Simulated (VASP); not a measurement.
## Al: single point with PBE

The system is Al.

```
Al
1.0
     0.00000    3.02442    3.02442
     3.02442    0.00000    3.02442
     3.02442    3.02442    0.00000
Al
2
Direct
  0.00000 0.00000 0.00000
  0.25000 0.25000 0.25000
```

```
Program             : VASP 6.6.1
Task                : single point
Functional          : PBE
Potentials or basis : VASP PAW PBE potentials, release 64 (Al)
Cutoff              : 520 eV
k mesh              : 7 × 7 × 7
Occupations         : fermi-dirac, width 0.05 eV
Spin                : no spin polarisation
```

| Item | Value |
| --- | --- |
| Pressure | 0.0 GPa |
| Band gap on the k mesh | zero (band 3 reaches 4.87 eV, above the bottom of band 4 at 2.01 eV) |

Levels at points of the mesh, in eV from the Fermi level:
```csv
k point,band 1,band 2,band 3,band 4,band 5,band 6,band 7,band 8
"(0.00, 0.00, 0.00)",-7.87,2.08,2.08,2.08,3.93,3.93,3.93,5.14
```

Run time: 9.4 s on 1 thread of Intel Xeon 8259CL, with other jobs on the host, peak memory 0.17 GiB.
